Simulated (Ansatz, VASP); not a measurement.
O: VASP beside Ansatz

```
CELL_PARAMETERS angstrom
9.00000 0.00000 0.00000
0.00000 9.50000 0.00000
0.00000 0.00000 10.00000
ATOMIC_POSITIONS crystal
O 0.50000 0.50000 0.43950
O 0.50000 0.50000 0.56050
```

Alike in both runs: functional PBEsol; k mesh 1 × 1 × 1; collinear spin.

Ansatz relaxed the structure, and its values are those at the end. VASP's run is a single point on that final structure, the one shown.

|  | VASP | Ansatz |
| --- | --- | --- |
| version | VASP 6.6.1 | Ansatz 0.2.0 |
| potentials or method | VASP PAW PBE potentials, release 64 (O), cutoff 520 eV | plane waves, PAW |
| occupations | methfessel-paxton of order 1, width 0.02 eV | cold, width 0.02 eV |
| valence electrons in the cell | 12 | 12 |

VASP gave:

| Property | Result |
| --- | --- |
| rms of the force components (eV/Å) | 0.801 |
| net moment per atom (μB) | 1.00 |
| size of the moment on the site where the two differ most (μB) | 0.81 |

Q: Estimate Ansatz's values.

A: rms of the force components (eV/Å): 0.000; net moment per atom (μB): 1.00; size of the moment on the site where the two differ most (μB): 0.55.

VASP's potentials were made for PBE, not for PBEsol. Site moments also hang on the region over which each program counts them. Ansatz's warnings: end state compared, stress scf threshold loose.

Noted on VASP's run: the standard files for N, O and F lose accuracy on very short bonds.
